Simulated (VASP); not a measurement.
Wanted: the native input for a VASP 6.6.1 run.

| Item | Value |
| --- | --- |
| Task | single point |
| Functional | PBEsol |
| Potentials or basis | VASP PAW PBE potentials, release 64 (Mg, O) |
| Cutoff | 520 eV |
| k mesh | 12 × 12 × 12 |
| Occupations | gaussian, width 0.05 eV |
| Spin | no spin polarisation |
| Dipole correction | no |
| Further INCAR settings | ALGO = Normal; EDIFF = 1e-06; NBANDS = 14 |

The structure of MgO2 lies in POSCAR:

```
MgO2
1.0
    1.6154999392      0.9327093248      3.4573706250
   -1.6154999392      0.9327093248      3.4573706250
    0.0000000000     -1.8654186495      3.4573706250
Mg O
1 2
Direct
    0.0000000000      0.0000000000      0.0000000000
    0.4291433728      0.4291433728      0.4291433728
    0.5708566272      0.5708566272      0.5708566272
```

This cell differs from its parent crystal: strain +0.0200 x Voigt [1, 1, 0, 0, 0, 0].

These files were run (other wordings do the same):

INCAR

```
PREC = Accurate
ENCUT = 520
EDIFF = 1E-6
ISMEAR = 0
SIGMA = 0.05
LREAL = False
LASPH = True
NELM = 80
ALGO = Normal
ISIF = 2
LWAVE = False
LCHARG = True
GGA = PS
LELF = True
LVHAR = True
NBANDS = 14
```

KPOINTS

```
regular mesh
0
Gamma
  12 12 12
```

Potentials or basis: VASP PAW PBE potentials, release 64 (Mg, O).

Launch:

```bash
$ cat potpaw_PBE.64/Mg/POTCAR potpaw_PBE.64/O/POTCAR > POTCAR
$ mpirun -np 1 vasp_std > vasp.out
```

Results of the run:

```json
{
  "Pressure": "-4.1 GPa",
  "Largest force": "0.459 eV/Å",
  "Band gap on the k mesh": "2.49 eV, direct"
}
```

Caveat: the cell differs from its parent crystal (strain +0.0200 x Voigt [1, 1, 0, 0, 0, 0]); the PAW data sets were made with another functional, which shifts forces and pressure a little.

Run time: 48 s on 1 thread of Intel(R) Xeon(R) 6975P-C (Granite Rapids), with other jobs on the host, peak memory 0.22 GiB.
